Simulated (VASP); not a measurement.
A run of VASP 6.6.1 is set up as follows.

File INCAR:

```
  PREC = Accurate
  ENCUT = 400
  EDIFF = 1E-6
  ISMEAR = -1
  SIGMA = 0.02
  LREAL = False
  LASPH = True
  NELM = 120
  ALGO = Normal
  ISIF = 2
  LWAVE = False
  LCHARG = False
  LDIPOL = True
  IDIPOL = 3
  DIPOL = 0.5 0.5 0.345
  GGA = PS
  NBANDS = 22
  GGA_COMPAT = False
  NELMDL = -8
```

File KPOINTS:

```
regular mesh
0
Gamma
  6 6 1
```

File POSCAR:

```
Sb
1.0
    4.0534265527      0.0000000000      0.0000000000
   -2.0267132764      3.5103703670      0.0000000000
    0.0000000000      0.0000000000     26.8552477996
Sb
2
Direct
    0.3333333333      0.6666666667      0.3146442148
    0.6666666667      0.3333333333      0.3752628022
```

Potentials or basis: VASP PAW PBE potentials, release 64 (Sb_d_GW).

Launch:

```bash
$ cat potpaw_PBE.64/Sb_d_GW/POTCAR > POTCAR
$ mpirun -np 1 vasp_std > vasp.out
```

(1) Predict the band gap on the k mesh.

## Answers

(1) 1.19 eV (least direct gap 1.66 eV).

Caveat: spin-orbit coupling is left out, which moves the levels of the heavy elements.
